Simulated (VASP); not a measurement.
# Zn (P6_3/mmc) in VASP: notebook

Runs on Zn. Level: r2SCAN. Tasks: relaxation of cell and atoms, single point.

All numbers are computed with VASP 6.6.1; they aren't measurements. Logs are shortened: lines on timing, memory, paths and dates and some standing lists are left out, and cuts for length are marked.

### 1 The cell of the first run

Symmetry: P6_3/mmc, No. 194, hexagonal system. The conventional cell has a = 2.465 Å, b = 2.465 Å, c = 4.061 Å, α = 90.00°, β = 90.00°, γ = 120.00°. Zn (site symmetry -6m2) has 12 Zn at 2.46 to 2.48 Å within 3.3 Å.

### 2 Relaxation of cell and atoms, r2SCAN, target pressure 60 GPa, at which the enthalpy is minimised

Contents of POSCAR:

```
Zn
1.0
    2.4649866651      0.0000000000      0.0000000000
   -1.2324933325      2.1347410720      0.0000000000
    0.0000000000      0.0000000000      4.0609157341
Zn
2
Direct
    0.3333333333      0.6666666667      0.2500000000
    0.6666666667      0.3333333333      0.7500000000
```

Contents of INCAR.step1:

```
SYSTEM = Zn
PREC = Accurate
ENCUT = 600
ISMEAR = 0
SIGMA = 0.1
LREAL = .FALSE.
LASPH = .TRUE.
NELM = 100
GGA = PE
ALGO = Normal
EDIFF = 1E-4
LWAVE = .TRUE.
LCHARG = .FALSE.
```

Contents of INCAR.step2:

```
SYSTEM = Zn
PREC = Accurate
ENCUT = 600
EDIFF = 1E-6
ISMEAR = 0
SIGMA = 0.1
LREAL = .FALSE.
LASPH = .TRUE.
NELM = 100
ALGO = Normal
ISIF = 3
LWAVE = .FALSE.
LCHARG = .FALSE.
METAGGA = R2SCAN
LMIXTAU = .TRUE.
IBRION = 2
NSW = 70
EDIFFG = -0.008
PSTRESS = 600.0
ISTART = 1
```

Contents of KPOINTS:

```
Automatic mesh
0
G
  18 18 10
  0 0 0
```

Potentials or basis: VASP PAW PBE potentials, release 64 (Zn).

Started as:

```bash
cat potpaw_PBE.64/Zn/POTCAR > POTCAR
cp INCAR.step1 INCAR
mpirun -np 1 vasp_std > vasp.out
cp INCAR.step2 INCAR
mpirun -np 1 vasp_std > vasp.out
```

OUTCAR:

```text
SYSTEM = Zn
   PREC = Accurate
   ENCUT = 600
   EDIFF = 1E-6
   ISMEAR = 0
   LREAL = .FALSE.
   LASPH = .TRUE.
   NELM = 100
   ISIF = 3
   METAGGA = R2SCAN
   IBRION = 2
   NSW = 70
   EDIFFG = -0.008
   PSTRESS = 600.0
   ISTART = 1

 ion  position               nearest neighbor table
   1  0.333  0.667  0.250-   2 2.48   2 2.48   2 2.48   2 2.48   2 2.48   2 2.48
   2  0.667  0.333  0.750-   1 2.48   1 2.48   1 2.48   1 2.48   1 2.48   1 2.48

  LATTYP: Found a hexagonal cell.
 ALAT       =     2.4649866651
 C/A-ratio  =     1.6474392302

  Lattice vectors:

 A1 = (   2.4649866651,   0.0000000000,   0.0000000000)
 A2 = (  -1.2324933325,   2.1347410720,   0.0000000000)
 A3 = (   0.0000000000,   0.0000000000,   4.0609157341)

Analysis of symmetry for initial positions (statically):
=====================================================================
 Subroutine PRICEL returns:
 Original cell was already a primitive cell.

 Routine SETGRP: Setting up the symmetry group for a
 hexagonal supercell.

 Subroutine GETGRP returns: Found 24 space group operations
 (whereof 12 operations were pure point group operations)
 out of a pool of 24 trial point group operations.

The static configuration has the point symmetry D_3d.
 The point group associated with its full space group is D_6h.

Analysis of symmetry for dynamics (positions and initial velocities):
=====================================================================
 Subroutine PRICEL returns:
 Original cell was already a primitive cell.

 Routine SETGRP: Setting up the symmetry group for a
 hexagonal supercell.

 Subroutine GETGRP returns: Found 24 space group operations
 (whereof 12 operations were pure point group operations)
 out of a pool of 24 trial point group operations.

The dynamic configuration has the point symmetry D_3d.
 The point group associated with its full space group is D_6h.

 Subroutine INISYM returns: Found 24 space group operations
 (whereof 12 operations are pure point group operations),
 and found     1 'primitive' translations

----------------------------------------------------------------------------------------

                                     Primitive cell

  volume of cell :      21.3690

  direct lattice vectors                    reciprocal lattice vectors
     2.464986665  0.000000000  0.000000000     0.405681708  0.234220443  0.000000000
    -1.232493333  2.134741072  0.000000000     0.000000000  0.468440886  0.000000000
     0.000000000  0.000000000  4.060915734     0.000000000  0.000000000  0.246249877

  length of vectors
     2.464986665  2.464986665  4.060915734     0.468440886  0.468440886  0.246249877

  position of ions in fractional coordinates (direct lattice)
     0.333333333  0.666666667  0.250000000
     0.666666667  0.333333333  0.750000000

  ion indices of the primitive-cell ions
   primitive index   ion index
                 1           1
                 2           2

----------------------------------------------------------------------------------------

 KPOINTS: Automatic mesh

Automatic generation of k-mesh.
 Grid dimensions read from file:
 generate k-points for:   18   18   10

 Generating k-lattice:

  Cartesian coordinates                     Fractional coordinates (reciprocal lattice)
     0.022537873  0.013012247  0.000000000     0.055555556  0.000000000  0.000000000
     0.000000000  0.026024494  0.000000000     0.000000000  0.055555556  0.000000000
     0.000000000  0.000000000  0.024624988     0.000000000  0.000000000  0.100000000

  Length of vectors
     0.026024494  0.026024494  0.024624988

  Shift w.r.t. Gamma in fractional coordinates (k-lattice)
     0.000000000  0.000000000  0.000000000

 Subroutine IBZKPT returns following result:
 ===========================================

 Found    222 irreducible k-points:

 Following reciprocal coordinates:
            Coordinates               Weight
  0.000000  0.000000  0.000000      1.000000
  0.055556  0.000000  0.000000      6.000000
  0.111111  0.000000  0.000000      6.000000
  0.166667  0.000000  0.000000      6.000000
  0.222222  0.000000  0.000000      6.000000
  0.277778 -0.000000  0.000000      6.000000
[... 16 lines left out ...]
  0.333333  0.111111  0.000000     12.000000
  0.388889  0.111111  0.000000     12.000000
 [... further k-points ...]
   k-points           NKPTS =    222   k-points in BZ     NKDIM =    222   number of bands    NBANDS=     16
   number of dos      NEDOS =    301   number of ions     NIONS =      2
   total plane-waves  NPLWV =  12800
   dimension x,y,z NGX =    20 NGY =   20 NGZ =   32
   dimension x,y,z NGXF=    40 NGYF=   40 NGZF=   64
   ions per type =               2
   NGX,Y,Z   is equivalent  to a cutoff of  13.49, 13.49, 13.10 a.u.
   NGXF,Y,Z  is equivalent  to a cutoff of  26.98, 26.98, 26.20 a.u.
 SYSTEM =  Zn
   PREC   = accura    normal or accurate (medium, high low for compatibility)
   ISTART =      1    job   : 0-new  1-cont  2-samecut
   ICHARG =      0    charge: 1-file 2-atom 10-const
   ISPIN  =      1    spin polarized calculation?
   LNONCOLLINEAR =      F non collinear calculations
   LSORBIT =      F    spin-orbit coupling
   LASPH  =      T    aspherical Exc in radial PAW
   ENCUT  =  600.0 eV  44.10 Ry    6.64 a.u.   4.92  4.92  8.11*2*pi/ulx,y,z
   NELM   =    100;   NELMIN=  2; NELMDL=  0     # of ELM steps
   EDIFF  = 0.1E-05   stopping-criterion for ELM
   LREAL  =      F    real-space projection
   EDIFFG = -.8E-02   stopping-criterion for IOM
   NSW    =     70    number of steps for IOM
   IBRION =      2    ionic relax: 0-MD 1-quasi-New 2-CG
   NFREE  =      1    steps in history (QN), initial steepest desc. (CG)
   ISIF   =      3    stress and relaxation
   ISYM   =      2    0-nonsym 1-usesym 2-fastsym
   POTIM  = 0.5000    time-step for ionic-motion
   TEBEG  =    0.0;   TEEND  =   0.0 temperature during run
   PSTRESS=  600.0 pullay stress
   NELECT =      24.0000    total number of electrons
   NUPDOWN=      -1.0000    fix difference up-down
   EMIN   =  10.00;   EMAX   =-10.00  energy-range for DOS
   EFERMI =   0.00;   METHOD = LEGACY
   ISMEAR =     0;   SIGMA  =   0.10  broadening in eV -4-tet -1-fermi 0-gaus
   EFERMI_NEDOS =   21; number of points for ismear=-14 and -15
   IALGO  =     38    algorithm
   IMIX   =      4    mixing-type and parameters
     AMIX     =   0.40;   BMIX     =  1.00
     AMIX_MAG =   1.60;   BMIX_MAG =  1.00
  volume/ion in A,a.u.               =      10.68        72.10
  Fermi-wavevector in a.u.,A,eV,Ry     =   1.701704  3.215754 39.399698  2.895796
  Thomas-Fermi vector in A             =   2.781608
   LORBIT       =      0    0 simple, 1 ext, 2 COOP (PROOUT), +10 PAW based schemes
   METAGGA = R2SCAN    functional components
   LHFCALC =     F    Hartree Fock is set to
   AEXX    =    0.0000 exact exchange contribution
   IVDW    =     0    specifies the selected vdW correction
   LEPSILON=     F    determine dielectric tensor
   LRPA    =     F    only Hartree local field effects (RPA)
 conjugate gradient relaxation of ions
 non-spin polarized calculation
 Gauss-broadening in eV      SIGMA  =   0.10
  energy-cutoff  :      600.00
  volume of cell :       21.37
 maximum number of plane-waves:       756
 NGX is ok and might be reduce to    20
   NGX =  9   NGY =  9   NGZ = 17

--------------------------------------- Ionic step        1  -------------------------------------------

 number of electron      24.0000007 magnetization

 Free energy of the ion-electron system (eV)
  ---------------------------------------------------
  ext. energy  EPLUGINS =         0.00000000
  ---------------------------------------------------
  free energy    TOTEN  =       -16.92652174 eV

  energy without entropy =      -16.92597083  energy(sigma->0) =      -16.92624629

------------------------ aborting loop because EDIFF is reached ----------------------------------------

  FORCE on cell =-STRESS in cart. coord.  units (eV):
  Direction    XX          YY          ZZ          XY          YZ          ZX
  --------------------------------------------------------------------------------------
  -------------------------------------------------------------------------------------
  Total        7.0827753      7.0827753      6.9310286      0.0000000      0.0000000     -0.0000000
  in kB      531.0437348    531.0437349    519.6662516      0.0000000      0.0000000     -0.0000000
  external PRESSURE =     -72.7487596 kB  Pullay stress =     600.0000000 kB
[... 175 lines left out ...]
  enthalpy is  TOTEN    =        -8.9353046576 eV   P V=        7.8271752212

--------------------------------------- Ionic step        6  -------------------------------------------

 number of electron      24.0000019 magnetization

 Free energy of the ion-electron system (eV)
  ---------------------------------------------------
  ext. energy  EPLUGINS =         0.00000000
  ---------------------------------------------------
  free energy    TOTEN  =       -16.76234598 eV

  energy without entropy =      -16.76144744  energy(sigma->0) =      -16.76189671

 E-fermi :   6.7484     XC(G=0): -15.1219

 val. band max:        6.7384720210   @ k =   0.1111   0.0000   0.1000
 cond. band min:       6.8218782299   @ k =   0.2778   0.2778   0.2000
 fundamental gap:      0.0834062089
 Fermi energy:         6.7484253123

 k-point     1 :       0.0000    0.0000    0.0000
  band No.  band energies     occupation
      1      -8.2497      2.00000
      2      -4.7746      2.00000
      3      -3.1666      2.00000
      4      -3.0853      2.00000
      5      -3.0852      2.00000
      6      -2.9014      2.00000
[... 8 lines left out ...]
     15      27.0759      0.00000
     16      27.2845      0.00000
[... 420 lines left out ...]
  band No.  band energies     occupation
      1      -4.3691      2.00000
      2      -4.2917      2.00000
      3      -4.1916      2.00000
      4      -3.1900      2.00000
      5      -2.9824      2.00000
      6      -2.9158      2.00000
[... 8 lines left out ...]
     15      14.0411      0.00000
     16      14.9649      0.00000

 [... further k-points ...]

------------------------ aborting loop because EDIFF is reached ----------------------------------------

  FORCE on cell =-STRESS in cart. coord.  units (eV):
  Direction    XX          YY          ZZ          XY          YZ          ZX
  --------------------------------------------------------------------------------------
  -------------------------------------------------------------------------------------
  Total        7.8320647      7.8320647      7.8354370      0.0000000     -0.0000000      0.0000000
  in kB      600.3858360    600.3858360    600.6443441      0.0000000     -0.0000000      0.0000000
  external PRESSURE =       0.4720054 kB  Pullay stress =     600.0000000 kB
[... 17 lines left out ...]
  FREE ENERGIE OF THE ION-ELECTRON SYSTEM (eV)
  ---------------------------------------------------
  free  energy   TOTEN  =       -16.7623459849 eV

  energy  without entropy=      -16.7614474392  energy(sigma->0) =      -16.76189671

  enthalpy is  TOTEN    =        -8.9353145118 eV   P V=        7.8270314731

 reached required accuracy - stopping structural energy minimisation
```

It took 7.5 min on 1 thread of Intel Xeon 6975P-C (Granite Rapids), shared host; peak memory 0.21 GiB.

Results:

| Property | Result |
| --- | --- |
| Free energy | -16.7623 eV |
| Relaxed volume | 10.45 Å³/atom |
| Relaxed cell | a = 2.451 Å, b = 2.451 Å, c = 4.017 Å, α = 90.00°, β = 90.00°, γ = 120.00° |
| Space group after relaxing (to 0.05 Å) | P6_3/mmc (No. 194) |
| Energy change on relaxing (the enthalpy is what falls) | +82.1 meV/atom |
| Ionic steps | 6 |
| Pressure after relaxing | 60.0 GPa |
| Band gap on the k mesh | zero (band 12 reaches 8.31 eV, above the bottom of band 13 at 5.55 eV) |

The path:
| step | energy change (eV) | largest force (eV/Å) | pressure (GPa) | volume (Å³) |
| --- | --- | --- | --- | --- |
| 1 | 0.0000 | 0.0000 | 52.73 | 21.37 |
| 2 | 0.5943 | 0.0000 | 78.84 | 19.90 |
| 3 | 0.1604 | 0.0000 | 59.91 | 20.91 |
| 4 | 0.1638 | 0.0000 | 60.27 | 20.90 |
| 5 | 0.1640 | 0.0000 | 60.10 | 20.90 |
| 6 | 0.1642 | 0.0000 | 60.05 | 20.90 |

Final structure:
```
Zn
1.0
     2.45113    0.00000    0.00000
    -1.22557    2.12274    0.00000
     0.00000    0.00000    4.01692
Zn
2
Cartesian
  0.0000 1.4152 1.0042
  1.2256 0.7076 3.0127
```

Levels at points of the mesh, in eV from the Fermi level:
```tsv
k point	band 10	band 11	band 12	band 13	band 14	band 15
(0.00, 0.00, 0.00)	-8.68	-8.68	-5.63	-1.17	20.33	20.33
(0.50, 0.00, 0.00)	-8.50	-5.32	-3.62	3.99	4.65	6.90
(0.00, 0.00, 0.50)	-8.90	-8.90	-8.90	9.21	9.21	21.43
(0.50, 0.00, 0.50)	-8.53	-4.13	-4.13	0.28	0.28	13.86
```

Caveat: the cell is relaxed towards a set pressure, so the enthalpy falls and the energy may rise; the PAW data sets were made with another functional, which shifts forces and pressure a little.

(Part 1 of 2 ends here.)
